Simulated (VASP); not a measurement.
Runs of VASP 6.6.1 on InF. The structure is that of space group F-43m (No. 216), or close to it. The cells are those of the table. 

```tsv
cell	k mesh	smearing	gap on the mesh (eV)	pressure (GPa)
a = 3.485 Å, angles 60.0°, 2 atoms	6 × 6 × 6	gaussian 0.05 eV	none	35.9
a = 3.754 Å, angles 60.0°, 2 atoms	6 × 6 × 6	gaussian 0.05 eV	-	11.7
a = 3.955 Å, angles 60.0°, 2 atoms	8 × 8 × 8	gaussian 0.02 eV	0.83	(b)
a = 4.043 Å, angles 60.0°, 2 atoms	6 × 6 × 6	gaussian 0.05 eV	1.15	-0.1
a = 3.235 Å, angles 60.0°, 2 atoms	6 × 6 × 6	gaussian 0.05 eV	none	(a)
```

Alike in all rows: task single point; level LDA; potentials or basis VASP PAW LDA potentials, release 64 (In_d, F); no spin polarisation; cutoff (eV) 600.

**Question.** Estimate the missing entries.

**Answer.** (a) 94.4; (b) 2.5.

Caveats: some runs use coarse meshes; spin-orbit coupling is left out, which moves the levels of the heavy elements; the cell stands under pressure (at least some runs).

A k mesh can miss the band edges, and the runs leave out spin-orbit coupling on In.

A gap of «none» marks levels without a gap at the run's occupations.
